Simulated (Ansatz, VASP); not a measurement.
## Os in VASP and in Ansatz

File INCAR:

```
PREC = Accurate
ENCUT = 600
EDIFF = 1E-6
ISMEAR = 0
SIGMA = 0.1
LREAL = F
LASPH = T
NELM = 120
ALGO = Normal
ISIF = 2
LWAVE = F
LCHARG = F
GGA = PE
NBANDS = 15
GGA_COMPAT = F
```

The input KPOINTS:

```
regular mesh
0
Gamma
  6 6 4
```

File POSCAR:

```
Os
1.0
    2.7461342319      0.0000000000      0.0000000000
   -1.3730671160      2.3782220070      0.0000000000
    0.0000000000      0.0000000000      4.3263142200
Os
2
Direct
    0.3333333333      0.6666666667      0.2500000000
    0.6666666667      0.3333333333      0.7500000000
```

Input for Ansatz:

```yaml
crystal:
  lattice:
    - [2.7461342319, 0.0, 0.0]
    - [-1.373067116, 2.378222007, 0.0]
    - [0.0, 0.0, 4.32631422]
  atoms:
    - { symbol: Os, position: [0.3333333333, 0.6666666667, 0.25] }
    - { symbol: Os, position: [0.6666666667, 0.3333333333, 0.75] }
basis:
  ecutwfc: 420
kpoints:
  mp_grid: { grid: [6, 6, 4] }
hamiltonian:
  xc: pbe
scf:
  occupations: { method: gaussian, width: 0.1 }
  eigensolver: { kind: davidson, full_accuracy: true }
  max_iter: 94
output:
  forces: true
  stress: true
  eigenvalues: true
```

Alike in both runs: task single point; functional PBE; k mesh 6 × 6 × 4; occupations gaussian, width 0.1 eV; no spin polarisation.

|  | VASP | Ansatz |
| --- | --- | --- |
| version | VASP 6.6.1 | Ansatz 0.2.0 |
| potentials or method | VASP PAW PBE potentials, release 64 (Os), cutoff 600 eV | scalar-relativistic, plane waves, PAW |
| valence electrons in the cell | 16 | 32 |

|  | VASP | Ansatz | Ansatz less VASP |
| --- | --- | --- | --- |
| gap on the k mesh at the Fermi level (eV) | none | none | - |
| pressure (GPa) | 5.1 | 5.1 | +0.01 |
| traceless stress, the component that is largest in VASP (GPa) | -3.37 | -3.30 | +0.076 |

A gap of «none» marks a metal or a gap that the smearing closes. VASP's potentials hold 16 valence electrons a cell and Ansatz's 32, so a difference there can come from the potentials and not from the codes.

The k mesh is coarse, so the values compare programs but aren't converged. Neither program's run includes spin-orbit coupling.
